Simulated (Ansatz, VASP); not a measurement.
## One calculation of Sn, two programs

```xyz
2
Lattice="0.0000 3.2333 3.2333 3.2333 0.0000 3.2333 3.2333 3.2333 0.0000" Properties=species:S:1:pos:R:3 pbc="T T T"
Sn    0.0000    0.0000    0.0000
Sn    1.6167    1.6167    1.6167
```

Change from the starting cell: shortest bond scaled by 1, PAW files.

Alike in both runs: task single point; functional PBEsol; k mesh 8 × 8 × 8; occupations fermi-dirac, width 0.05 eV; no spin polarisation.

|  | VASP | Ansatz |
| --- | --- | --- |
| version | VASP 6.6.1 | Ansatz 0.2.0 |
| potentials or method | VASP PAW PBE potentials, release 64 (Sn_d) | PAW with Ansatz's default frozen-core files, scalar-relativistic |
| plane-wave cutoff (eV) | 520 | 420 |
| valence electrons in the cell | 28 | 28 |

```csv
,VASP,Ansatz,Ansatz less VASP
pressure (GPa),1.5,1.5,+0.07
```

VASP's potentials were made for PBE, not for PBEsol.
